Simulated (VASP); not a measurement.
# AlAs (F-43m) in VASP: settings compared, part 2 of 2

VASP 6.6.1. The steps go on from the part before.

## 4. Single point, RPBE

INCAR reads:

```
SYSTEM = AlAs
PREC = Accurate ; ENCUT = 500
EDIFF = 1E-6 ; ISMEAR = 0
SIGMA = 0.01 ; LREAL = .FALSE.
LASPH = .TRUE. ; NELM = 120
ALGO = Normal ; ISIF = 2
LWAVE = .FALSE. ; LCHARG = .TRUE.
GGA = RP ; LELF = .TRUE.
LVHAR = .TRUE. ; NBANDS = 11
GGA_COMPAT = .FALSE.
```

KPOINTS reads:

```
regular mesh
0
G
  6 6 6
  0 0 0
```

POSCAR reads:

```
AlAs
1.0
    0.0000000000      2.8304000000      2.8304000000
    2.8304000000      0.0000000000      2.8304000000
    2.8304000000      2.8304000000      0.0000000000
Al As
1 1
Direct
    0.0000000000      0.0000000000      0.0000000000
    0.2500000000      0.2500000000      0.2500000000
```

Potentials or basis: VASP PAW PBE potentials, release 64 (Al, As).

The run is started by

```console
cat potpaw_PBE.64/Al/POTCAR potpaw_PBE.64/As/POTCAR > POTCAR
mpirun -np 1 vasp_std > vasp.out
```

OUTCAR:

```text
SYSTEM = AlAs
   PREC = Accurate
   ENCUT = 500
   EDIFF = 1E-6
   ISMEAR = 0
   LREAL = .FALSE.
   LASPH = .TRUE.
   NELM = 120
   ISIF = 2
   GGA = RP

 ion  position               nearest neighbor table
   1  0.000  0.000  0.000-   2 2.45   2 2.45   2 2.45   2 2.45
   2  0.250  0.250  0.250-   1 2.45   1 2.45   1 2.45   1 2.45

  LATTYP: Found a face centered cubic cell.
 ALAT       =     5.6608000000

  Lattice vectors:

 A1 = (   0.0000000000,   2.8304000000,   2.8304000000)
 A2 = (   2.8304000000,   0.0000000000,   2.8304000000)
 A3 = (   2.8304000000,   2.8304000000,   0.0000000000)

Analysis of symmetry for initial positions (statically):
=====================================================================
 Subroutine PRICEL returns:
 Original cell was already a primitive cell.

 Routine SETGRP: Setting up the symmetry group for a
 face centered cubic supercell.

 Subroutine GETGRP returns: Found 24 space group operations
 (whereof 24 operations were pure point group operations)
 out of a pool of 48 trial point group operations.

The static configuration has the point symmetry T_d .

Analysis of symmetry for dynamics (positions and initial velocities):
[... 161 lines left out ...]
      2       3.9809      2.00000
      3       3.9809      2.00000
      4       3.9809      2.00000
      5       6.1748      0.00000
      6       8.2938      0.00000
      7       8.2938      0.00000
      8       8.2938      0.00000
      9      12.9656      0.00000
     10      12.9656      0.00000
     11      13.0624      0.00000
[... 197 lines left out ...]
 k-point    16 :      -0.3333    0.5000    0.1667
  band No.  band energies     occupation
      1      -5.8509      2.00000
      2      -1.1855      2.00000
      3       1.0647      2.00000
      4       1.3100      2.00000
      5       7.2150      0.00000
      6       8.1582      0.00000
      7      11.1612      0.00000
      8      11.8637      0.00000
      9      14.6387      0.00000
     10      16.2974      0.00000
     11      16.6072      0.00000

------------------------ aborting loop because EDIFF is reached ----------------------------------------

  FORCE on cell =-STRESS in cart. coord.  units (eV):
  Direction    XX          YY          ZZ          XY          YZ          ZX
  --------------------------------------------------------------------------------------
  -------------------------------------------------------------------------------------
  Total        1.2149146      1.2149146      1.2149146      0.0000000     -0.0000000     -0.0000000
  in kB       42.9222902     42.9222902     42.9222902      0.0000000     -0.0000000     -0.0000000
  external PRESSURE =      42.9222902 kB  Pullay stress =       0.0000000 kB

 VOLUME and BASIS-vectors are now :
 -----------------------------------------------------------------------------
  energy-cutoff  :      500.00
  volume of cell :       45.35
      direct lattice vectors                 reciprocal lattice vectors
     0.000000000  2.830400000  2.830400000    -0.176653477  0.176653477  0.176653477
     2.830400000  0.000000000  2.830400000     0.176653477 -0.176653477  0.176653477
     2.830400000  2.830400000  0.000000000     0.176653477  0.176653477 -0.176653477

 POSITION                                       TOTAL-FORCE (eV/Angst)
 -----------------------------------------------------------------------------------
      0.00000      0.00000      0.00000         0.000000      0.000000     -0.000000
      1.41520      1.41520      1.41520        -0.000000     -0.000000      0.000000
 -----------------------------------------------------------------------------------
    total drift:                                0.000000      0.000000     -0.000000

  FREE ENERGIE OF THE ION-ELECTRON SYSTEM (eV)
  ---------------------------------------------------
  free  energy   TOTEN  =        -8.7766387936 eV

  energy  without entropy=       -8.7766387936  energy(sigma->0) =       -8.77663879
```

OSZICAR:

```text
N       E                     dE             d eps       ncg     rms          rms(c)
DAV:   1     0.137674181918E+02    0.13767E+02   -0.27613E+03   352   0.510E+02
DAV:   2    -0.803049123165E+01   -0.21798E+02   -0.21045E+02   434   0.908E+01
DAV:   3    -0.894655766684E+01   -0.91607E+00   -0.91498E+00   437   0.174E+01
DAV:   4    -0.895308531075E+01   -0.65276E-02   -0.65270E-02   403   0.182E+00
DAV:   5    -0.895321362037E+01   -0.12831E-03   -0.12831E-03   454   0.248E-01    0.351E+00
DAV:   6    -0.879311577544E+01    0.16010E+00   -0.29910E-01   379   0.201E+00    0.205E+00
DAV:   7    -0.877228685848E+01    0.20829E-01   -0.16623E-01   406   0.166E+00    0.710E-01
DAV:   8    -0.877599803129E+01   -0.37112E-02   -0.13266E-02   391   0.566E-01    0.129E-01
DAV:   9    -0.877629875637E+01   -0.30073E-03   -0.41169E-04   450   0.121E-01    0.828E-02
DAV:  10    -0.877663183525E+01   -0.33308E-03   -0.65040E-04   373   0.135E-01    0.199E-02
DAV:  11    -0.877663672145E+01   -0.48862E-05   -0.47019E-05   424   0.281E-02    0.108E-02
DAV:  12    -0.877663854173E+01   -0.18203E-05   -0.62556E-06   388   0.141E-02    0.417E-03
DAV:  13    -0.877663879364E+01   -0.25191E-06   -0.19040E-06   412   0.665E-03
   1 F= -.87766388E+01 E0= -.87766388E+01  d E =-.217830E-26
```

Run time: 20 s. Hardware: 1 thread of Intel Xeon 8259CL, shared host; peak memory 0.16 GiB.

Results:

```yaml
Free_energy: -8.7766 eV
Pressure: 4.3 GPa
Band_gap_on_the_k_mesh: 1.51 eV, indirect (least direct gap 2.19 eV)
```

Caveat: the PAW data sets were made with another functional, which shifts forces and pressure a little. As with any semilocal functional, this RPBE gap is likely too small.

## 5. Single point, r2SCAN

POSCAR is that of step 4.

INCAR.step1 reads:

```
  PREC = Accurate
  ENCUT = 550
  ISMEAR = 0
  SIGMA = 0.01
  LREAL = F
  LASPH = T
  NELM = 120
  NBANDS = 11
  GGA = PE
  ALGO = Normal
  EDIFF = 1E-5
  LWAVE = T
  LCHARG = F
  GGA_COMPAT = F
```

INCAR.step2 reads:

```
  PREC = Accurate
  ENCUT = 550
  EDIFF = 1E-6
  ISMEAR = 0
  SIGMA = 0.01
  LREAL = F
  LASPH = T
  NELM = 120
  ALGO = Normal
  ISIF = 2
  LWAVE = F
  LCHARG = T
  METAGGA = R2SCAN
  LMIXTAU = T
  LELF = T
  LVHAR = T
  NBANDS = 11
  ISTART = 1
  GGA_COMPAT = F
```

KPOINTS reads:

```
Automatic mesh
0
Gamma
  6 6 6
```

Potentials or basis: VASP PAW PBE potentials, release 64 (Al, As).

The run is started by

```console
cat potpaw_PBE.64/Al/POTCAR potpaw_PBE.64/As/POTCAR > POTCAR
cp INCAR.step1 INCAR
mpirun -np 1 vasp_std > vasp.out
cp INCAR.step2 INCAR
mpirun -np 1 vasp_std > vasp.out
```

OUTCAR:

```text
PREC = Accurate
   ENCUT = 550
   EDIFF = 1E-6
   ISMEAR = 0
   LREAL = F
   LASPH = T
   NELM = 120
   ISIF = 2
   METAGGA = R2SCAN
   ISTART = 1

 ion  position               nearest neighbor table
   1  0.000  0.000  0.000-   2 2.45   2 2.45   2 2.45   2 2.45
   2  0.250  0.250  0.250-   1 2.45   1 2.45   1 2.45   1 2.45

  LATTYP: Found a face centered cubic cell.
 ALAT       =     5.6608000000

  Lattice vectors:

 A1 = (   0.0000000000,   2.8304000000,   2.8304000000)
 A2 = (   2.8304000000,   0.0000000000,   2.8304000000)
 A3 = (   2.8304000000,   2.8304000000,   0.0000000000)

Analysis of symmetry for initial positions (statically):
=====================================================================
 Subroutine PRICEL returns:
 Original cell was already a primitive cell.

 Routine SETGRP: Setting up the symmetry group for a
 face centered cubic supercell.

 Subroutine GETGRP returns: Found 24 space group operations
 (whereof 24 operations were pure point group operations)
 out of a pool of 48 trial point group operations.

The static configuration has the point symmetry T_d .

Analysis of symmetry for dynamics (positions and initial velocities):
=====================================================================
 Subroutine PRICEL returns:
 Original cell was already a primitive cell.

 Routine SETGRP: Setting up the symmetry group for a
 face centered cubic supercell.

 Subroutine GETGRP returns: Found 24 space group operations
 (whereof 24 operations were pure point group operations)
 out of a pool of 48 trial point group operations.

The dynamic configuration has the point symmetry T_d .

 Subroutine INISYM returns: Found 24 space group operations
 (whereof 24 operations are pure point group operations),
 and found     1 'primitive' translations
[... 108 lines left out ...]
  Fermi-wavevector in a.u.,A,eV,Ry     =   0.918150  1.735052 11.469706  0.843000
  Thomas-Fermi vector in A             =   2.043199
   LORBIT       =      0    0 simple, 1 ext, 2 COOP (PROOUT), +10 PAW based schemes
   METAGGA = R2SCAN    functional components
   LHFCALC =     F    Hartree Fock is set to
   AEXX    =    0.0000 exact exchange contribution
   IVDW    =     0    specifies the selected vdW correction
   LEPSILON=     F    determine dielectric tensor
   LRPA    =     F    only Hartree local field effects (RPA)
 non-spin polarized calculation
 Gauss-broadening in eV      SIGMA  =   0.01
  energy-cutoff  :      550.00
  volume of cell :       45.35
 maximum number of plane-waves:      1363
 NGX is ok and might be reduce to    32
   NGX = 15   NGY = 15   NGZ = 15

 number of electron       8.0000001 magnetization

 Free energy of the ion-electron system (eV)
  ---------------------------------------------------
  ext. energy  EPLUGINS =         0.00000000
  ---------------------------------------------------
  free energy    TOTEN  =       -22.68624604 eV

  energy without entropy =      -22.68624604  energy(sigma->0) =      -22.68624604

 E-fermi :   3.7326     XC(G=0):  -9.4469

 val. band max:        3.6690446453   @ k =   0.0000   0.0000   0.0000
 cond. band min:       5.4582203694   @ k =   0.5000   0.5000   0.0000
 fundamental gap:      1.7891757241
 Fermi energy:         3.7325904968

 k-point     1 :       0.0000    0.0000    0.0000
  band No.  band energies     occupation
      1      -8.6498      2.00000
      2       3.6690      2.00000
      3       3.6690      2.00000
      4       3.6690      2.00000
      5       6.3769      0.00000
      6       8.3782      0.00000
      7       8.3782      0.00000
      8       8.3782      0.00000
      9      13.1878      0.00000
     10      13.1878      0.00000
     11      13.4111      0.00000
[... 197 lines left out ...]
 k-point    16 :      -0.3333    0.5000    0.1667
  band No.  band energies     occupation
      1      -6.5599      2.00000
      2      -1.6189      2.00000
      3       0.6545      2.00000
      4       0.9250      2.00000
      5       7.2263      0.00000
      6       8.2289      0.00000
      7      11.4176      0.00000
      8      12.1054      0.00000
      9      15.0961      0.00000
     10      16.6967      0.00000
     11      17.1445      0.00000

------------------------ aborting loop because EDIFF is reached ----------------------------------------

  FORCE on cell =-STRESS in cart. coord.  units (eV):
  Direction    XX          YY          ZZ          XY          YZ          ZX
  --------------------------------------------------------------------------------------
  -------------------------------------------------------------------------------------
  Total        0.1922308      0.1922308      0.1922308      0.0000000      0.0000000      0.0000000
  in kB        6.7914132      6.7914132      6.7914132      0.0000000      0.0000000      0.0000000
  external PRESSURE =       6.7914132 kB  Pullay stress =       0.0000000 kB

 VOLUME and BASIS-vectors are now :
 -----------------------------------------------------------------------------
  energy-cutoff  :      550.00
  volume of cell :       45.35
      direct lattice vectors                 reciprocal lattice vectors
     0.000000000  2.830400000  2.830400000    -0.176653477  0.176653477  0.176653477
     2.830400000  0.000000000  2.830400000     0.176653477 -0.176653477  0.176653477
     2.830400000  2.830400000  0.000000000     0.176653477  0.176653477 -0.176653477

 POSITION                                       TOTAL-FORCE (eV/Angst)
 -----------------------------------------------------------------------------------
      0.00000      0.00000      0.00000         0.000000     -0.000000      0.000000
      1.41520      1.41520      1.41520        -0.000000      0.000000     -0.000000
 -----------------------------------------------------------------------------------
    total drift:                                0.000000      0.000000      0.000000

  FREE ENERGIE OF THE ION-ELECTRON SYSTEM (eV)
  ---------------------------------------------------
  free  energy   TOTEN  =       -22.6862460403 eV

  energy  without entropy=      -22.6862460403  energy(sigma->0) =      -22.68624604
```

OUTCAR.step1:

```text
PREC = Accurate
   ENCUT = 550
   ISMEAR = 0
   LREAL = F
   LASPH = T
[... 434 lines left out ...]
 -----------------------------------------------------------------------------------
      0.00000      0.00000      0.00000         0.000000      0.000000      0.000000
      1.41520      1.41520      1.41520        -0.000000     -0.000000     -0.000000
 -----------------------------------------------------------------------------------
    total drift:                                0.000000      0.000000      0.000000

  FREE ENERGIE OF THE ION-ELECTRON SYSTEM (eV)
  ---------------------------------------------------
  free  energy   TOTEN  =        -9.3629440261 eV

  energy  without entropy=       -9.3629440261  energy(sigma->0) =       -9.36294403
```

Wall time 60 s (1 thread of Intel Xeon 8259CL, shared host); peak memory 0.18 GiB.

What came out:

| Item | Value |
| --- | --- |
| Free energy | -22.6862 eV |
| Pressure | 0.7 GPa |
| Band gap on the k mesh | 1.79 eV, indirect (least direct gap 2.71 eV) |

Levels at points of the mesh, in eV from the valence-band top:
```csv
k point,band 2,band 3,band 4,band 5,band 6,band 7
"(0.00, 0.00, 0.00)",0.00,0.00,0.00,2.71,4.71,4.71
"(0.50, 0.00, 0.00)",-5.70,-0.85,-0.85,2.65,5.10,5.10
"(0.50, 0.50, 0.00)",-5.54,-2.24,-2.24,1.79,2.68,11.18
```

Caveat: the PAW data sets were made with another functional, which shifts forces and pressure a little.

## 6. Summary

| level | potentials or basis | cutoff (eV) | gap on the mesh (eV) | pressure (GPa) |
| --- | --- | --- | --- | --- |
| PBEsol | VASP PAW PBE potentials, release 64 (Al, As) | 500 | 1.31 | 0.8 |
| LDA | VASP PAW LDA potentials, release 64 (Al, As) | 500 | 1.33 | -0.9 |
| RPBE | VASP PAW PBE potentials, release 64 (Al, As) | 500 | 1.51 | 4.3 |
| r2SCAN | VASP PAW PBE potentials, release 64 (Al, As) | 550 | 1.79 | 0.7 |

Alike in all rows: task single point; no spin polarisation; cell as given; k mesh 6 × 6 × 6; smearing gaussian 0.01 eV.

Caveats: the PAW data sets were made with another functional, which shifts forces and pressure a little (some runs).

Total energies depend on the potentials used, so only differences within one code and one set of settings carry meaning.
